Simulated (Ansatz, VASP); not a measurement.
CuOs2 in VASP and in Ansatz

Contents of INCAR:

```
PREC = Accurate ; ENCUT = 600
EDIFF = 1E-7 ; ISMEAR = 0
SIGMA = 0.1 ; LREAL = False
LASPH = True ; NELM = 120
ALGO = Normal ; ISIF = 3
LWAVE = False ; LCHARG = False
GGA = PE ; IBRION = 2
NSW = 90 ; EDIFFG = -0.04
GGA_COMPAT = False ; NELMIN = 4
```

KPOINTS

```
regular mesh
0
Gamma
  6 6 6
```

Contents of POSCAR:

```
CuOs2
1.0
    3.4060144480      0.0000000000      0.0000000000
   -1.7030072240      2.9496950376      0.0000000000
    0.0000000000      0.0000000000      3.6775903508
Cu Os
1 2
Direct
    0.0000000000      0.0000000000      0.0000000000
    0.3333333333      0.6666666667      0.5000000000
    0.6666666667      0.3333333333      0.5000000000
```

Input for Ansatz:

```yaml
crystal:
  lattice:
    - [3.406014448, 0.0, 0.0]
    - [-1.703007224, 2.9496950376, 0.0]
    - [0.0, 0.0, 3.6775903508]
  atoms:
    - { symbol: Cu, position: [0.0, 0.0, 0.0] }
    - { symbol: Os, position: [0.3333333333, 0.6666666667, 0.5] }
    - { symbol: Os, position: [0.6666666667, 0.3333333333, 0.5] }
basis:
  ecutwfc: 420
kpoints:
  mp_grid: { grid: [6, 6, 6] }
hamiltonian:
  xc: pbe
scf:
  occupations: { method: gaussian, width: 0.1 }
  lower_state_search: "off"
output:
  forces: true
  stress: true
  eigenvalues: true
relax:
  adjacent_minimum: "off"
  f_tol: 0.04
  max_steps: 70
  cell: { stress_tol: 0.4 }
```

Alike in both runs: task relaxation of cell and atoms; functional PBE; k mesh 6 × 6 × 6; occupations gaussian, width 0.1 eV; no spin polarisation.

|  | VASP | Ansatz |
| --- | --- | --- |
| version | VASP 6.6.1 | Ansatz 0.2.0 |
| potentials or method | VASP PAW PBE potentials, release 64 (Cu, Os), cutoff 600 eV | scalar-relativistic, plane waves, PAW |
| valence electrons in the cell | 27 | 51 |

```tsv
	VASP	Ansatz	Ansatz less VASP
gap on the k mesh at the Fermi level, each at its own relaxed structure (eV)	none	none	-
relaxed volume (Å³/atom)	14.32	14.32	0.000
relaxed cell length with the largest relative difference (Å)	2.660	2.658	-0.0016
```

A gap of «none» marks a metal or a gap that the smearing closes. VASP's potentials hold 27 valence electrons a cell and Ansatz's 51, so a difference there can come from the potentials and not from the codes.

Spin-orbit coupling is off throughout. Noted on VASP's run: the volume moved by over 15 % at a fixed basis, so the end points are rough.
